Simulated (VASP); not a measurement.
# Cu2O (Pn-3m) in VASP: single point with r2SCAN

Aim: the single point of Cu2O with r2SCAN.

Everything below comes from runs of VASP 6.6.1. Logs are shortened: lines on timing, memory, paths and dates and some standing lists are left out, and cuts for length are marked.

### 1 The cell of the first run

It takes space group Pn-3m (No. 224, cubic). Conventional cell: a = 4.269 Å, b = 4.269 Å, c = 4.269 Å, α = 90.00°, β = 90.00°, γ = 90.00°. Cu (site symmetry -3m) has 2 O at 1.85 Å within 2.5 Å. O (site symmetry -43m) has 4 Cu at 1.85 Å within 2.5 Å.

### 2 Single point, r2SCAN, non-collinear spin, zero start, spin-orbit coupling

File POSCAR:

```
Cu2O
1.0
    4.2685000000      0.0000000000      0.0000000000
    0.0000000000      4.2685000000      0.0000000000
    0.0000000000      0.0000000000      4.2685000000
Cu O
4 2
Direct
    0.2500000000      0.2500000000      0.2500000000
    0.2500000000      0.7500000000      0.7500000000
    0.7500000000      0.7500000000      0.2500000000
    0.7500000000      0.2500000000      0.7500000000
    0.0000000000      0.0000000000      0.0000000000
    0.5000000000      0.5000000000      0.5000000000
```

File INCAR.step1:

```
PREC = Accurate
ENCUT = 660
ISMEAR = 0
SIGMA = 0.01
LREAL = F
LASPH = T
NELM = 200
MAGMOM = 0 0 0 0 0 0 0 0 0 0 0 0 0 0 0 0 0 0
LSORBIT = T
GGA_COMPAT = F
LMAXMIX = 4
NBANDS = 72
GGA = PE
ALGO = Normal
EDIFF = 1E-5
LWAVE = T
LCHARG = F
```

File INCAR.step2:

```
PREC = Accurate
ENCUT = 660
EDIFF = 1E-6
ISMEAR = 0
SIGMA = 0.01
LREAL = F
LASPH = T
NELM = 200
ALGO = Normal
ISIF = 2
LWAVE = F
LCHARG = F
MAGMOM = 0 0 0 0 0 0 0 0 0 0 0 0 0 0 0 0 0 0
LORBIT = 11
LSORBIT = T
GGA_COMPAT = F
LORBMOM = T
LMAXMIX = 4
METAGGA = R2SCAN
LMIXTAU = T
NBANDS = 72
ISTART = 1
```

File KPOINTS:

```
regular mesh
0
Gamma
  6 6 6
```

Potentials or basis: VASP PAW PBE potentials, release 64 (Cu, O).

On the command line:

```sh
cat potpaw_PBE.64/Cu/POTCAR potpaw_PBE.64/O/POTCAR > POTCAR
cp INCAR.step1 INCAR
mpirun -np 1 vasp_ncl > vasp.out
cp INCAR.step2 INCAR
mpirun -np 1 vasp_ncl > vasp.out
```

OUTCAR:

```text
PREC = Accurate
   ENCUT = 660
   EDIFF = 1E-6
   ISMEAR = 0
   LREAL = F
   LASPH = T
   NELM = 200
   ISIF = 2
   LORBIT = 11
   LSORBIT = T
   METAGGA = R2SCAN
   ISTART = 1

 ion  position               nearest neighbor table
   1  0.250  0.250  0.250-   5 1.85   6 1.85
   2  0.250  0.750  0.750-   5 1.85   6 1.85
   3  0.750  0.750  0.250-   5 1.85   6 1.85
   4  0.750  0.250  0.750-   5 1.85   6 1.85
   5  0.000  0.000  0.000-   1 1.85   2 1.85   3 1.85   4 1.85
   6  0.500  0.500  0.500-   1 1.85   2 1.85   3 1.85   4 1.85

  LATTYP: Found a simple cubic cell.
 ALAT       =     4.2685000000

  Lattice vectors:

 A1 = (   4.2685000000,   0.0000000000,   0.0000000000)
 A2 = (   0.0000000000,   4.2685000000,   0.0000000000)
 A3 = (   0.0000000000,   0.0000000000,   4.2685000000)

Analysis of symmetry for initial positions (statically):
=====================================================================
 Subroutine PRICEL returns:
 Original cell was already a primitive cell.

 Routine SETGRP: Setting up the symmetry group for a
 simple cubic supercell.

 Subroutine GETGRP returns: Found 48 space group operations
 (whereof 24 operations were pure point group operations)
 out of a pool of 48 trial point group operations.

The static configuration has the point symmetry T_d .
 The point group associated with its full space group is O_h .

Analysis of symmetry for dynamics (positions and initial velocities):
=====================================================================
 Subroutine PRICEL returns:
 Original cell was already a primitive cell.

 Routine SETGRP: Setting up the symmetry group for a
 simple cubic supercell.

 Subroutine GETGRP returns: Found 48 space group operations
 (whereof 24 operations were pure point group operations)
 out of a pool of 48 trial point group operations.

The dynamic configuration has the point symmetry T_d .
 The point group associated with its full space group is O_h .

Analysis of structural, dynamic, and magnetic symmetry:
=====================================================================
 Subroutine PRICEL returns:
 Original cell was already a primitive cell.

 Routine SETGRP: Setting up the symmetry group for a
 simple cubic supercell.

 Subroutine GETGRP returns: Found 48 space group operations
 (whereof 24 operations were pure point group operations)
 out of a pool of 48 trial point group operations.

The overall configuration has the point symmetry T_d .
 The point group associated with its full space group is O_h .
[... 1615 lines left out ...]

 orbital moment (x)

 # of ion     p       d       tot
 ----------------------------------------
  1         0.000   0.000   0.000
  2         0.000   0.000   0.000
  3         0.000  -0.000  -0.000
  4         0.000  -0.000  -0.000
  5        -0.000   0.000  -0.000
  6        -0.000   0.000  -0.000
 ----------------------------------------
            0.000  -0.000  -0.000

 orbital moment (y)

 # of ion     p       d       tot
 ----------------------------------------
  1        -0.000  -0.000  -0.000
  2         0.000   0.000   0.000
  3         0.000  -0.000  -0.000
  4         0.000  -0.000  -0.000
  5        -0.000   0.000  -0.000
  6        -0.000   0.000  -0.000
 ----------------------------------------
           -0.000  -0.000  -0.000

 orbital moment (z)

 # of ion     p       d       tot
 ----------------------------------------
  1         0.000  -0.000  -0.000
  2         0.000  -0.000  -0.000
  3         0.000  -0.000  -0.000
  4         0.000  -0.000  -0.000
  5         0.000   0.000   0.000
  6         0.000   0.000   0.000
 ----------------------------------------
            0.000  -0.000  -0.000

 Spin-Orbit-Coupling matrix elements

 Ion:    1  E_soc:     -0.0116683
 l=   1
     0.0000000    -0.0001980    -0.0001980
    -0.0001980     0.0000000    -0.0001980
    -0.0001980    -0.0001980     0.0000000
 l=   2
     0.0000000    -0.0004439     0.0000000    -0.0004439    -0.0013028
    -0.0004439     0.0000000    -0.0009771    -0.0004439    -0.0003257
     0.0000000    -0.0009771     0.0000000    -0.0009771     0.0000000
    -0.0004439    -0.0004439    -0.0009771     0.0000000    -0.0003257
    -0.0013028    -0.0003257     0.0000000    -0.0003257     0.0000000
 l=   3
     0.0000000     0.0000000     0.0000000     0.0000000     0.0000000     0.0000000     0.0000000
     0.0000000     0.0000000     0.0000000     0.0000000     0.0000000     0.0000000     0.0000000
     0.0000000     0.0000000     0.0000000     0.0000000     0.0000000     0.0000000     0.0000000
     0.0000000     0.0000000     0.0000000     0.0000000     0.0000000     0.0000000     0.0000000
[... 89 lines left out ...]
 l=   2
     0.0000000     0.0000000     0.0000000     0.0000000     0.0000000
     0.0000000     0.0000000     0.0000000     0.0000000     0.0000000
     0.0000000     0.0000000     0.0000000     0.0000000     0.0000000
     0.0000000     0.0000000     0.0000000     0.0000000     0.0000000
     0.0000000     0.0000000     0.0000000     0.0000000     0.0000000
 l=   3
     0.0000000     0.0000000     0.0000000     0.0000000     0.0000000     0.0000000     0.0000000
     0.0000000     0.0000000     0.0000000     0.0000000     0.0000000     0.0000000     0.0000000
     0.0000000     0.0000000     0.0000000     0.0000000     0.0000000     0.0000000     0.0000000
     0.0000000     0.0000000     0.0000000     0.0000000     0.0000000     0.0000000     0.0000000
     0.0000000     0.0000000     0.0000000     0.0000000     0.0000000     0.0000000     0.0000000
     0.0000000     0.0000000     0.0000000     0.0000000     0.0000000     0.0000000     0.0000000
     0.0000000     0.0000000     0.0000000     0.0000000     0.0000000     0.0000000     0.0000000

 total charge

# of ion       s       p       d       tot
------------------------------------------
    1        0.431   0.331   9.248  10.010
    2        0.431   0.331   9.248  10.010
    3        0.431   0.331   9.248  10.010
    4        0.431   0.331   9.248  10.010
    5        1.547   3.511   0.000   5.058
    6        1.547   3.511   0.000   5.058
--------------------------------------------------
tot          4.817   8.346  36.990  50.154

 magnetization (x)

# of ion       s       p       d       tot
------------------------------------------
    1        0.000  -0.000   0.000   0.000
    2        0.000   0.000   0.000   0.000
    3        0.000  -0.000  -0.000  -0.000
    4        0.000  -0.000   0.000  -0.000
    5       -0.000   0.000   0.000   0.000
    6        0.000   0.000   0.000   0.000
--------------------------------------------------
tot         -0.000   0.000   0.000   0.000

 magnetization (y)

# of ion       s       p       d       tot
------------------------------------------
    1        0.000   0.000   0.000   0.000
    2       -0.000   0.000  -0.000   0.000
    3        0.000  -0.000  -0.000  -0.000
    4        0.000  -0.000   0.000   0.000
    5        0.000   0.000   0.000   0.000
    6        0.000  -0.000   0.000  -0.000
--------------------------------------------------
tot          0.000  -0.000  -0.000  -0.000

 magnetization (z)

# of ion       s       p       d       tot
------------------------------------------
    1        0.000   0.000   0.000   0.000
    2       -0.000   0.000   0.000  -0.000
    3       -0.000  -0.000   0.000  -0.000
    4        0.000   0.000   0.000   0.000
    5        0.000   0.000   0.000   0.000
    6       -0.000   0.000   0.000   0.000
--------------------------------------------------
tot         -0.000   0.000   0.000   0.000
```

Run time: 19 min. Hardware: 1 thread of Intel Xeon Platinum 8488C (Sapphire Rapids), shared host; peak memory 0.58 GiB.

Results:

* Free energy: -58.2444 eV
* Pressure: -1.2 GPa
* Net moment: 0.00 μB per cell
* Valence electrons inside the program's atomic spheres: Cu 10.01; O 5.06

Moments on the atoms (μB; x, y, z):
```
Cu  0.00 0.00 0.00
Cu  0.00 0.00 0.00
Cu  0.00 0.00 0.00
Cu  0.00 0.00 0.00
O   0.00 0.00 0.00
O   0.00 0.00 0.00
```

Caveat: the PAW data sets were made with another functional, which shifts forces and pressure a little.
